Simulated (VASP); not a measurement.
# Cs2SnI6 (Fm-3m) in VASP: single point with r2SCAN

Aim: the single point of Cs2SnI6 with r2SCAN.

Program: VASP 6.6.1. These are calculated values, not measurements. Logs are shortened: lines on timing, memory, paths and dates and some standing lists are left out, and cuts for length are marked.

## (1) The cell of the first run

The structure is cubic, space group Fm-3m (No. 225). Conventional cell: a = 11.628 Å, b = 11.628 Å, c = 11.628 Å, α = 90.00°, β = 90.00°, γ = 90.00°. Cs (site symmetry -43m) has 12 I at 4.11 Å and 4 Sn at 5.03 Å within 5.4 Å. Within 3.8 Å of Sn (site symmetry m-3m) lie 6 I at 2.85 Å. I (site symmetry 4mm) has 1 Sn at 2.85 Å within 3.8 Å.

## (2) Single point, r2SCAN

The input, POSCAR:

```
Cs2SnI6
1.0
    0.0000000000      5.8138000000      5.8138000000
    5.8138000000      0.0000000000      5.8138000000
    5.8138000000      5.8138000000      0.0000000000
Cs Sn I
2 1 6
Direct
    0.2500000000      0.2500000000      0.2500000000
    0.7500000000      0.7500000000      0.7500000000
    0.0000000000      0.0000000000      0.0000000000
    0.7546400000      0.2453600000      0.2453600000
    0.2453600000      0.7546400000      0.2453600000
    0.2453600000      0.7546400000      0.7546400000
    0.7546400000      0.2453600000      0.7546400000
    0.2453600000      0.2453600000      0.7546400000
    0.7546400000      0.7546400000      0.2453600000
```

The input, INCAR.step1:

```
ALGO     = Normal         # electronic algorithm
EDIFF    = 1E-5           # SCF threshold, eV
ENCUT    = 550            # plane-wave cutoff, eV
GGA      = PE             # functional
GGA_COMPAT= False        
ISMEAR   = 0              # smearing method
LASPH    = True           # aspherical terms in the spheres
LCHARG   = False          # write CHGCAR
LREAL    = False          # projectors in reciprocal space
LWAVE    = True           # write WAVECAR
NBANDS   = 47             # bands
NELM     = 120            # most SCF steps
PREC     = Accurate       # precision mode
SIGMA    = 0.01           # smearing width, eV
```

The input, INCAR.step2:

```
ALGO     = Normal         # electronic algorithm
EDIFF    = 1E-6           # SCF threshold, eV
ENCUT    = 550            # plane-wave cutoff, eV
GGA_COMPAT= False        
ISIF     = 2              # what is computed and relaxed
ISMEAR   = 0              # smearing method
ISTART   = 1            
LASPH    = True           # aspherical terms in the spheres
LCHARG   = False          # write CHGCAR
LMIXTAU  = True         
LREAL    = False          # projectors in reciprocal space
LWAVE    = False          # write WAVECAR
METAGGA  = R2SCAN         # meta-GGA
NBANDS   = 47             # bands
NELM     = 120            # most SCF steps
PREC     = Accurate       # precision mode
SIGMA    = 0.01           # smearing width, eV
```

The input, KPOINTS:

```
k-points
0
Gamma
  2 2 2
```

Potentials or basis: VASP PAW PBE potentials, release 64 (Cs_sv, Sn_d, I).

Launch:

```sh
cat potpaw_PBE.64/Cs_sv/POTCAR potpaw_PBE.64/Sn_d/POTCAR potpaw_PBE.64/I/POTCAR > POTCAR
cp INCAR.step1 INCAR
mpirun -np 1 vasp_std > vasp.out
cp INCAR.step2 INCAR
mpirun -np 1 vasp_std > vasp.out
```

OUTCAR:

```text
EDIFF = 1E-6
   ENCUT = 550
   ISIF = 2
   ISMEAR = 0
   ISTART = 1
   LASPH = True
   LREAL = False
   METAGGA = R2SCAN
   NELM = 120
   PREC = Accurate

 ion  position               nearest neighbor table
   1  0.250  0.250  0.250-
   2  0.750  0.750  0.750-
   3  0.000  0.000  0.000-   4 2.85   5 2.85   6 2.85   7 2.85   8 2.85   9 2.85
   4  0.755  0.245  0.245-   3 2.85
   5  0.245  0.755  0.245-   3 2.85
   6  0.245  0.755  0.755-   3 2.85
   7  0.755  0.245  0.755-   3 2.85
   8  0.245  0.245  0.755-   3 2.85
   9  0.755  0.755  0.245-   3 2.85

  LATTYP: Found a face centered cubic cell.
 ALAT       =    11.6276000000

  Lattice vectors:

 A1 = (   0.0000000000,   5.8138000000,   5.8138000000)
 A2 = (   5.8138000000,   0.0000000000,   5.8138000000)
 A3 = (   5.8138000000,   5.8138000000,   0.0000000000)

Analysis of symmetry for initial positions (statically):
=====================================================================
 Subroutine PRICEL returns:
 Original cell was already a primitive cell.

 Routine SETGRP: Setting up the symmetry group for a
 face centered cubic supercell.

 Subroutine GETGRP returns: Found 48 space group operations
 (whereof 48 operations were pure point group operations)
 out of a pool of 48 trial point group operations.

The static configuration has the point symmetry O_h .

Analysis of symmetry for dynamics (positions and initial velocities):
=====================================================================
 Subroutine PRICEL returns:
 Original cell was already a primitive cell.

 Routine SETGRP: Setting up the symmetry group for a
 face centered cubic supercell.

 Subroutine GETGRP returns: Found 48 space group operations
 (whereof 48 operations were pure point group operations)
 out of a pool of 48 trial point group operations.

The dynamic configuration has the point symmetry O_h .

 Subroutine INISYM returns: Found 48 space group operations
 (whereof 48 operations are pure point group operations),
 and found     1 'primitive' translations

----------------------------------------------------------------------------------------

                                     Primitive cell

  volume of cell :     393.0160

  direct lattice vectors                    reciprocal lattice vectors
     0.000000000  5.813800000  5.813800000    -0.086002270  0.086002270  0.086002270
     5.813800000  0.000000000  5.813800000     0.086002270 -0.086002270  0.086002270
     5.813800000  5.813800000  0.000000000     0.086002270  0.086002270 -0.086002270

  length of vectors
     8.221954809  8.221954809  8.221954809     0.148960302  0.148960302  0.148960302

  position of ions in fractional coordinates (direct lattice)
     0.250000000  0.250000000  0.250000000
     0.750000000  0.750000000  0.750000000
     0.000000000  0.000000000  0.000000000
     0.754640000  0.245360000  0.245360000
     0.245360000  0.754640000  0.245360000
     0.245360000  0.754640000  0.754640000
     0.754640000  0.245360000  0.754640000
     0.245360000  0.245360000  0.754640000
     0.754640000  0.754640000  0.245360000

  ion indices of the primitive-cell ions
   primitive index   ion index
                 1           1
                 2           2
                 3           3
                 4           4
                 5           5
                 6           6
                 7           7
                 8           8
                 9           9

----------------------------------------------------------------------------------------

 KPOINTS: k-points

Automatic generation of k-mesh.
 Grid dimensions read from file:
 generate k-points for:    2    2    2

 Generating k-lattice:

  Cartesian coordinates                     Fractional coordinates (reciprocal lattice)
    -0.043001135  0.043001135  0.043001135     0.500000000  0.000000000  0.000000000
     0.043001135 -0.043001135  0.043001135     0.000000000  0.500000000  0.000000000
     0.043001135  0.043001135 -0.043001135     0.000000000  0.000000000  0.500000000

  Length of vectors
     0.074480151  0.074480151  0.074480151

  Shift w.r.t. Gamma in fractional coordinates (k-lattice)
     0.000000000  0.000000000  0.000000000

 Subroutine IBZKPT returns following result:
 ===========================================

 Found      3 irreducible k-points:

 Following reciprocal coordinates:
            Coordinates               Weight
  0.000000  0.000000  0.000000      1.000000
  0.500000  0.000000  0.000000      4.000000
  0.500000  0.500000  0.000000      3.000000
   k-points           NKPTS =      3   k-points in BZ     NKDIM =      3   number of bands    NBANDS=     47
   number of dos      NEDOS =    301   number of ions     NIONS =      9
   total plane-waves  NPLWV = 262144
   dimension x,y,z NGX =    64 NGY =   64 NGZ =   64
   dimension x,y,z NGXF=   128 NGYF=  128 NGZF=  128
   ions per type =               2   1   6
   NGX,Y,Z   is equivalent  to a cutoff of  12.94, 12.94, 12.94 a.u.
   NGXF,Y,Z  is equivalent  to a cutoff of  25.88, 25.88, 25.88 a.u.
 SYSTEM =  unknown system
   PREC   = accura    normal or accurate (medium, high low for compatibility)
   ISTART =      1    job   : 0-new  1-cont  2-samecut
   ICHARG =      0    charge: 1-file 2-atom 10-const
   ISPIN  =      1    spin polarized calculation?
   LNONCOLLINEAR =      F non collinear calculations
   LSORBIT =      F    spin-orbit coupling
   LASPH  =      T    aspherical Exc in radial PAW
   ENCUT  =  550.0 eV  40.42 Ry    6.36 a.u.  15.72 15.72 15.72*2*pi/ulx,y,z
   NELM   =    120;   NELMIN=  2; NELMDL=  0     # of ELM steps
   EDIFF  = 0.1E-05   stopping-criterion for ELM
   LREAL  =      F    real-space projection
   EDIFFG = 0.1E-04   stopping-criterion for IOM
   NSW    =      0    number of steps for IOM
   IBRION =     -1    ionic relax: 0-MD 1-quasi-New 2-CG
   NFREE  =      0    steps in history (QN), initial steepest desc. (CG)
   ISIF   =      2    stress and relaxation
   ISYM   =      2    0-nonsym 1-usesym 2-fastsym
   POTIM  = 0.5000    time-step for ionic-motion
   TEBEG  =    0.0;   TEEND  =   0.0 temperature during run
   PSTRESS=    0.0 pullay stress
   NELECT =      74.0000    total number of electrons
   NUPDOWN=      -1.0000    fix difference up-down
   EMIN   =  10.00;   EMAX   =-10.00  energy-range for DOS
   EFERMI =   0.00;   METHOD = LEGACY
   ISMEAR =     0;   SIGMA  =   0.01  broadening in eV -4-tet -1-fermi 0-gaus
   EFERMI_NEDOS =   21; number of points for ismear=-14 and -15
   IALGO  =     38    algorithm
   IMIX   =      4    mixing-type and parameters
     AMIX     =   0.40;   BMIX     =  1.00
     AMIX_MAG =   1.60;   BMIX_MAG =  1.00
  volume/ion in A,a.u.               =      43.67       294.69
  Fermi-wavevector in a.u.,A,eV,Ry     =   0.938315  1.773158 11.979046  0.880435
  Thomas-Fermi vector in A             =   2.065514
   LORBIT       =      0    0 simple, 1 ext, 2 COOP (PROOUT), +10 PAW based schemes
   METAGGA = R2SCAN    functional components
   LHFCALC =     F    Hartree Fock is set to
   AEXX    =    0.0000 exact exchange contribution
   IVDW    =     0    specifies the selected vdW correction
   LEPSILON=     F    determine dielectric tensor
   LRPA    =     F    only Hartree local field effects (RPA)
 non-spin polarized calculation
 Gauss-broadening in eV      SIGMA  =   0.01
  energy-cutoff  :      550.00
  volume of cell :      393.02
 maximum number of plane-waves:     11575
 NGX is ok and might be reduce to    64
   NGX = 31   NGY = 31   NGZ = 31

 number of electron      73.9999989 magnetization

 Free energy of the ion-electron system (eV)
  ---------------------------------------------------
  ext. energy  EPLUGINS =         0.00000000
  ---------------------------------------------------
  free energy    TOTEN  =      -231.57579466 eV

  energy without entropy =     -231.57579466  energy(sigma->0) =     -231.57579466

 E-fermi :   1.7125     XC(G=0):  -8.3335

 val. band max:        1.6509998196   @ k =   0.0000   0.0000   0.0000
 cond. band min:       2.0583948531   @ k =   0.0000   0.0000   0.0000
 fundamental gap:      0.4073950335
 Fermi energy:         1.7124733891

 k-point     1 :       0.0000    0.0000    0.0000
  band No.  band energies     occupation
      1     -20.5091      2.00000
      2     -20.5091      2.00000
      3     -20.4321      2.00000
      4     -20.4321      2.00000
      5     -20.4321      2.00000
      6     -19.3498      2.00000
[... 39 lines left out ...]
     46       7.2343      0.00000
     47       7.2343      0.00000

 k-point     2 :       0.5000    0.0000    0.0000
  band No.  band energies     occupation
      1     -20.5091      2.00000
      2     -20.5091      2.00000
      3     -20.4321      2.00000
      4     -20.4321      2.00000
      5     -20.4321      2.00000
      6     -19.3475      2.00000
[... 39 lines left out ...]
     46       7.7724      0.00000
     47       7.7724      0.00000

 k-point     3 :       0.5000    0.5000    0.0000
  band No.  band energies     occupation
      1     -20.5092      2.00000
      2     -20.5091      2.00000
      3     -20.4321      2.00000
      4     -20.4321      2.00000
      5     -20.4321      2.00000
      6     -19.3481      2.00000
[... 39 lines left out ...]
     46       8.3356      0.00000
     47       8.5071      0.00000

------------------------ aborting loop because EDIFF is reached ----------------------------------------

  FORCE on cell =-STRESS in cart. coord.  units (eV):
  Direction    XX          YY          ZZ          XY          YZ          ZX
  --------------------------------------------------------------------------------------
  -------------------------------------------------------------------------------------
  Total        2.8358755      2.8358755      2.8358755      0.0000000     -0.0000000      0.0000000
  in kB       11.5607892     11.5607892     11.5607892      0.0000000     -0.0000000      0.0000000
  external PRESSURE =      11.5607892 kB  Pullay stress =       0.0000000 kB

 VOLUME and BASIS-vectors are now :
 -----------------------------------------------------------------------------
  energy-cutoff  :      550.00
  volume of cell :      393.02
      direct lattice vectors                 reciprocal lattice vectors
     0.000000000  5.813800000  5.813800000    -0.086002270  0.086002270  0.086002270
     5.813800000  0.000000000  5.813800000     0.086002270 -0.086002270  0.086002270
     5.813800000  5.813800000  0.000000000     0.086002270  0.086002270 -0.086002270

 POSITION                                       TOTAL-FORCE (eV/Angst)
 -----------------------------------------------------------------------------------
      2.90690      2.90690      2.90690        -0.000000      0.000000      0.000000
      8.72070      8.72070      8.72070         0.000000      0.000000     -0.000000
      0.00000      0.00000      0.00000         0.000000      0.000000      0.000000
      2.85295      5.81380      5.81380         0.093447      0.000000      0.000000
      5.81380      2.85295      5.81380         0.000000      0.093447      0.000000
      8.77465      5.81380      5.81380        -0.093447      0.000000      0.000000
      5.81380      8.77465      5.81380         0.000000     -0.093447      0.000000
      5.81380      5.81380      2.85295         0.000000      0.000000      0.093447
      5.81380      5.81380      8.77465         0.000000      0.000000     -0.093447
 -----------------------------------------------------------------------------------
    total drift:                                0.000000      0.000000      0.000000

  FREE ENERGIE OF THE ION-ELECTRON SYSTEM (eV)
  ---------------------------------------------------
  free  energy   TOTEN  =      -231.5757946599 eV

  energy  without entropy=     -231.5757946599  energy(sigma->0) =     -231.57579466
```

Run time: 8.1 min. Hardware: 1 thread of Intel Xeon Platinum 8375C at 2.90GHz (Ice Lake), shared host; peak memory 0.66 GiB.

Results:

```yaml
Free_energy: -231.5758 eV
Pressure: 1.2 GPa
Largest_force: 0.093 eV/Å
Band_gap_on_the_k_mesh: 0.41 eV
```

Forces on the atoms (eV/Å):
```
Cs   0.000  0.000  0.000
Cs   0.000  0.000  0.000
Sn   0.000  0.000  0.000
I    0.093  0.000  0.000
I    0.000  0.093  0.000
I   -0.093  0.000  0.000
I    0.000 -0.093  0.000
I    0.000  0.000  0.093
I    0.000  0.000 -0.093
```

Caveat: the k points lie up to 0.47 Å⁻¹ apart; semilocal functionals underestimate gaps, and a narrow one can read as zero; the PAW data sets were made with another functional, which shifts forces and pressure a little; spin-orbit coupling is left out, which moves the levels of the heavy elements. r2SCAN opens gaps a little over a GGA but as a rule still falls short of measured ones.
